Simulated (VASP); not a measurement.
KMgF3:

```
Mg K F
1.0
     4.30313    0.00000    0.00000
     0.00000    4.30313    0.00000
     0.00000    0.00000    4.30313
Mg K F
1 1 3
Direct
  0.00000 0.00000 0.00000
  0.50000 0.50000 0.50000
  0.50000 0.00000 0.00000
  0.00000 0.50000 0.00000
  0.00000 0.00000 0.50000
```

* Program: VASP 6.6.1
* Task: relaxation of cell and atoms
* Functional: PBE
* Potentials or basis: VASP PAW PBE potentials, release 64 (Mg, K_sv, F)
* Cutoff: 600 eV
* k mesh: 6 × 6 × 6
* Occupations: gaussian, width 0.02 eV
* Spin: no spin polarisation

At the start: pressure -8.4 GPa; volume 15.94 Å³/atom.

How do energy, volume and symmetry change on relaxing?

Over 4 steps the energy falls by 85.4 meV/atom and the volume is 13.20 Å³/atom (-17.2 %); space group Pm-3m (No. 221, to 0.1 Å) before and after.

Step by step:
```csv
step,energy change (eV),largest force (eV/Å),pressure (GPa),volume (Å³)
1,0.0000,0.0000,-8.43,79.68
2,-0.3722,0.0000,-3.81,70.40
3,-0.4268,0.0000,-0.40,66.42
4,-0.4272,0.0000,0.04,66.00
```

Final structure:
```yaml
crystal:
  lattice:
    - [4.04117, 0.00000, 0.00000]
    - [0.00000, 4.04117, 0.00000]
    - [0.00000, 0.00000, 4.04117]
  atoms:
    - { symbol: Mg, position: [0.00000, 0.00000, 0.00000] }
    - { symbol: K, position: [0.50000, 0.50000, 0.50000] }
    - { symbol: F, position: [0.50000, 0.00000, 0.00000] }
    - { symbol: F, position: [0.00000, 0.50000, 0.00000] }
    - { symbol: F, position: [0.00000, 0.00000, 0.50000] }
```

Caveat: the volume moved by over 15 % at a fixed basis, so the end points are rough.
